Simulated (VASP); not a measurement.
# MgO in VASP: notebook, part 2 of 2

VASP 6.6.1. Earlier steps stand in the parts before.

## Step 4: Single point, PBE (one atom moved)

INCAR

```
SYSTEM = MgO
  ALGO = Normal
  EDIFF = 1E-6
  ENCUT = 520
  GGA = PE
  ISIF = 2
  ISMEAR = 0
  LASPH = .True.
  LCHARG = .True.
  LELF = .True.
  LREAL = .False.
  LVHAR = .True.
  LWAVE = .False.
  NBANDS = 16
  NELM = 100
  PREC = Accurate
  SIGMA = 0.02
```

KPOINTS

```
k-points
0
Gamma
  9 9 6
  0 0 0
```

POSCAR

```
MgO
1.0
    3.3077869865      0.0000000000      0.0000000000
   -1.6538934933      2.8646275606      0.0000000000
    0.0000000000      0.0000000000      4.9828816700
Mg O
2 2
Direct
    0.3333333300      0.6666666700      0.0021597400
    0.6666666700      0.3333333300      0.5021597400
    0.3333333300      0.6666666700      0.4024402600
    0.6384487140      0.2967596401      0.8819300399
```

Potentials or basis: VASP PAW PBE potentials, release 64 (Mg, O).

Started as:

```console
> cat potpaw_PBE.64/Mg/POTCAR potpaw_PBE.64/O/POTCAR > POTCAR
> mpirun -np 1 vasp_std > vasp.out
```

OUTCAR:

```text
SYSTEM = MgO
   EDIFF = 1E-6
   ENCUT = 520
   GGA = PE
   ISIF = 2
   ISMEAR = 0
   LASPH = .True.
   LREAL = .False.
   NELM = 100
   PREC = Accurate

 ion  position               nearest neighbor table
   1  0.333  0.667  0.002-   4 1.90   3 1.99   4 2.03   4 2.08   2 3.14   2 3.14   2 3.14   2 3.14
                             2 3.14   2 3.14
   2  0.667  0.333  0.502-   4 1.90   3 1.97   3 1.97   3 1.97   1 3.14   1 3.14   1 3.14   1 3.14
                             1 3.14   1 3.14
   3  0.333  0.667  0.402-   2 1.97   2 1.97   2 1.97   1 1.99
   4  0.638  0.297  0.882-   2 1.90   1 1.90   1 2.03   1 2.08

  LATTYP: Found a hexagonal cell.
 ALAT       =     3.3077869865
 C/A-ratio  =     1.5064094787

  Lattice vectors:

 A1 = (   3.3077869865,   0.0000000000,   0.0000000000)
 A2 = (  -1.6538934933,   2.8646275606,   0.0000000000)
 A3 = (   0.0000000000,   0.0000000000,   4.9828816700)

Analysis of symmetry for initial positions (statically):
=====================================================================
 Subroutine PRICEL returns:
 Original cell was already a primitive cell.

 Routine SETGRP: Setting up the symmetry group for a
 hexagonal supercell.

 Subroutine GETGRP returns: Found  1 space group operations
 (whereof  1 operations were pure point group operations)
 out of a pool of 24 trial point group operations.

The static configuration has the point symmetry C_1 .

Analysis of symmetry for dynamics (positions and initial velocities):
=====================================================================
 Subroutine PRICEL returns:
 Original cell was already a primitive cell.

 Routine SETGRP: Setting up the symmetry group for a
 hexagonal supercell.

 Subroutine GETGRP returns: Found  1 space group operations
 (whereof  1 operations were pure point group operations)
 out of a pool of 24 trial point group operations.

The dynamic configuration has the point symmetry C_1 .

 Subroutine INISYM returns: Found  1 space group operations
[... 123 lines left out ...]
  Fermi-wavevector in a.u.,A,eV,Ry     =   1.141351  2.156842 17.724080  1.302683
  Thomas-Fermi vector in A             =   2.278052
   LORBIT       =      0    0 simple, 1 ext, 2 COOP (PROOUT), +10 PAW based schemes
   GGA     = PE    functional components
   LHFCALC =     F    Hartree Fock is set to
   AEXX    =    0.0000 exact exchange contribution
   IVDW    =     0    specifies the selected vdW correction
   LEPSILON=     F    determine dielectric tensor
   LRPA    =     F    only Hartree local field effects (RPA)
 non-spin polarized calculation
 Gauss-broadening in eV      SIGMA  =   0.02
  energy-cutoff  :      520.00
  volume of cell :       47.22
 maximum number of plane-waves:      1303
 NGX is ok and might be reduce to    28
   NGX = 13   NGY = 13   NGZ = 19

 number of electron      16.0000000 magnetization

 Free energy of the ion-electron system (eV)
  ---------------------------------------------------
  ext. energy  EPLUGINS =         0.00000000
  ---------------------------------------------------
  free energy    TOTEN  =       -23.39496897 eV

  energy without entropy =      -23.39496897  energy(sigma->0) =      -23.39496897

 E-fermi :   1.2632     XC(G=0):  -9.7403

 val. band max:        1.0945412056   @ k =   0.0000   0.0000   0.0000
 cond. band min:       4.5887469049   @ k =   0.0000   0.0000   0.0000
 fundamental gap:      3.4942056993
 Fermi energy:         1.2632218876

 k-point     1 :       0.0000    0.0000    0.0000
  band No.  band energies     occupation
      1     -15.1226      2.00000
      2     -14.3016      2.00000
      3      -2.1285      2.00000
      4       0.3275      2.00000
      5       0.4554      2.00000
      6       0.7332      2.00000
[... 433 lines left out ...]
      3      -1.6120      2.00000
      4      -1.0230      2.00000
      5      -0.7591      2.00000
      6      -0.1733      2.00000
[... 8 lines left out ...]
     15      15.4724      0.00000
     16      16.9774      0.00000

 [... further k-points ...]

------------------------ aborting loop because EDIFF is reached ----------------------------------------

  FORCE on cell =-STRESS in cart. coord.  units (eV):
  Direction    XX          YY          ZZ          XY          YZ          ZX
  --------------------------------------------------------------------------------------
  -------------------------------------------------------------------------------------
  Total       -0.1854575      1.4777285      2.4419294     -0.2043129     -0.5459553     -0.0868946
  in kB       -6.2931590     50.1439967     82.8623832     -6.9329833    -18.5259902     -2.9486069
  external PRESSURE =      42.2377403 kB  Pullay stress =       0.0000000 kB

 VOLUME and BASIS-vectors are now :
 -----------------------------------------------------------------------------
  energy-cutoff  :      520.00
  volume of cell :       47.22
      direct lattice vectors                 reciprocal lattice vectors
     3.307786987  0.000000000  0.000000000     0.302316928  0.174542760  0.000000000
    -1.653893493  2.864627561  0.000000000     0.000000000  0.349085519  0.000000000
     0.000000000  0.000000000  4.982881670     0.000000000  0.000000000  0.200687086

 POSITION                                       TOTAL-FORCE (eV/Angst)
 -----------------------------------------------------------------------------------
     -0.00000      1.90975      0.01076        -0.155566     -0.973255     -0.246582
      1.65389      0.95488      2.50220        -0.012513     -0.038067     -0.533493
     -0.00000      1.90975      2.00531        -0.017794     -0.078519     -0.508533
      1.62104      0.85011      4.39455         0.185873      1.089841      1.288607
 -----------------------------------------------------------------------------------
    total drift:                                0.000021      0.000168      0.000828

  FREE ENERGIE OF THE ION-ELECTRON SYSTEM (eV)
  ---------------------------------------------------
  free  energy   TOTEN  =       -23.3949689696 eV

  energy  without entropy=      -23.3949689696  energy(sigma->0) =      -23.39496897
```

OSZICAR:

```text
N       E                     dE             d eps       ncg     rms          rms(c)
DAV:   1     0.616958313349E+02    0.61696E+02   -0.75123E+03  7824   0.883E+02
DAV:   2    -0.236454969104E+02   -0.85341E+02   -0.78522E+02 10736   0.196E+02
DAV:   3    -0.277264203311E+02   -0.40809E+01   -0.40712E+01  8880   0.447E+01
DAV:   4    -0.277430268300E+02   -0.16606E-01   -0.16606E-01  9624   0.338E+00
DAV:   5    -0.277431093394E+02   -0.82509E-04   -0.82509E-04  9184   0.227E-01    0.118E+01
DAV:   6    -0.234536745745E+02    0.42894E+01   -0.12365E+01  7840   0.263E+01    0.388E+00
DAV:   7    -0.234030241143E+02    0.50650E-01   -0.16957E-01  7952   0.330E+00    0.221E+00
DAV:   8    -0.233966378856E+02    0.63862E-02   -0.98568E-02  9096   0.340E+00    0.498E-01
DAV:   9    -0.233940965648E+02    0.25413E-02   -0.42667E-03  9504   0.592E-01    0.146E-01
DAV:  10    -0.233949315623E+02   -0.83500E-03   -0.13206E-03  7936   0.244E-01    0.340E-02
DAV:  11    -0.233949634110E+02   -0.31849E-04   -0.31150E-05  9328   0.488E-02    0.159E-02
DAV:  12    -0.233949672167E+02   -0.38057E-05   -0.80313E-06  7968   0.257E-02    0.390E-03
DAV:  13    -0.233949690218E+02   -0.18051E-05   -0.23167E-06  8032   0.109E-02    0.315E-03
DAV:  14    -0.233949689696E+02    0.52140E-07   -0.14931E-07  4272   0.413E-03
   1 F= -.23394969E+02 E0= -.23394969E+02  d E =-.297289E-35
```

stdout:

```text
POSCAR found type information on POSCAR MgO
 POSCAR found :  2 types and       4 ions
 scaLAPACK will be used
 LDA part: xc-table for (Slater+PW92), standard interpolation
 POSCAR, INCAR and KPOINTS ok, starting setup
 FFT: planning ... GRIDC
 FFT: planning ... GRID_SOFT
 FFT: planning ... GRID
 WAVECAR not read
 entering main loop
```

Wall time 4.3 min (1 thread of Intel Xeon 8259CL, shared host); peak memory 0.31 GiB.

Results:

```yaml
Free_energy: -23.3950 eV
Pressure: 4.2 GPa
Largest_force: 1.698 eV/Å
Band_gap_on_the_k_mesh: 3.49 eV
```

Forces in eV/Å, atoms in the order of the input:
```
Mg  -0.156 -0.973 -0.247
Mg  -0.013 -0.038 -0.533
O   -0.018 -0.079 -0.509
O    0.186  1.090  1.289
```

Stress tensor (GPa, compression positive):
```
-0.63 -0.69 -0.29
-0.69  5.01 -1.85
-0.29 -1.85  8.29
```

Caveat: the cell differs from its parent crystal (one atom moved); the stress differs along the axes, from -1 to 8 GPa; forces of over 1 eV/Å act on the atoms, so gaps and moduli don't describe the material at rest.

## Step 5: Overview

```csv
cell,gap on the mesh (eV),pressure (GPa),largest force (eV/Å)
"a = 3.218, b = 3.218, c = 4.922 Å, angles 90.0, 90.0, 120.0°, 4 atoms, strained",4.11,18.0,2.71
"a = 3.412, b = 3.412, c = 5.215 Å, angles 90.0, 90.0, 120.0°, 4 atoms, strained",3.19,-5.2,1.53
"a = 3.308, b = 3.308, c = 4.983 Å, angles 90.0, 90.0, 120.0°, 4 atoms, one atom moved",3.49,4.2,1.70
```

Alike in all rows: task single point; level PBE; potentials or basis VASP PAW PBE potentials, release 64 (Mg, O); no spin polarisation; k mesh 9 × 9 × 6; cutoff (eV) 520; smearing gaussian 0.02 eV.

Caveats: forces of over 1 eV/Å act on the atoms, so gaps and moduli don't describe the material at rest; the stress differs along the axes, from 7 to 41 GPa (at least some runs); the stress differs along the axes, from -11 to 6 GPa (at least some runs); the stress differs along the axes, from -1 to 8 GPa (at least some runs).

Absolute energies hang on the potentials; compare differences alone.
